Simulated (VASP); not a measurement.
Set up this calculation in VASP 6.6.1, as the native input.

* Task: single point
* Functional: PBE
* Potentials or basis: VASP PAW PBE potentials, release 64 (W_sv, Se)
* Cutoff: 520 eV
* k mesh: 6 × 6 × 6
* Occupations: methfessel-paxton, width 0.001 eV
* Spin: no spin polarisation
* Dipole correction: no
* Further INCAR settings: ALGO = Normal; EDIFF = 1e-07; NBANDS = 20

The structure of WSe2 lies in POSCAR:

```
WSe2
1.0
    1.6433003578      0.9487599040      6.4972669668
   -1.6433003578      0.9487599040      6.4972669668
    0.0000000000     -1.8975198079      6.4972669668
W Se
1 2
Direct
    0.0000000000      0.0000000000      0.0000000000
    0.2462563275      0.2462563275      0.2462563275
    0.7537436725      0.7537436725      0.7537436725
```

These files were run (other wordings do the same):

INCAR

```
  PREC = Accurate
  ENCUT = 520
  EDIFF = 1E-7
  ISMEAR = 1
  SIGMA = 0.001
  LREAL = F
  LASPH = T
  NELM = 100
  ALGO = Normal
  ISIF = 2
  LWAVE = F
  LCHARG = F
  GGA = PE
  NBANDS = 20
```

KPOINTS

```
regular mesh
0
Gamma
  6 6 6
```

Potentials or basis: VASP PAW PBE potentials, release 64 (W_sv, Se).

Launch:

```console
$ cat potpaw_PBE.64/W_sv/POTCAR potpaw_PBE.64/Se/POTCAR > POTCAR
$ mpirun -np 1 vasp_std > vasp.out
```

Results of the run:

The pressure is 3.5 GPa, the largest force is 0.339 eV/Å and the band gap on the k mesh is zero (bands 13 and 14 overlap by 0.46 eV).

Caveat: the k points lie up to 0.37 Å⁻¹ apart; spin-orbit coupling is left out, which moves the levels of the heavy elements.

Wall time 3.9 min on 1 thread of Intel Xeon 8259CL (shared host), peak memory 0.34 GiB.
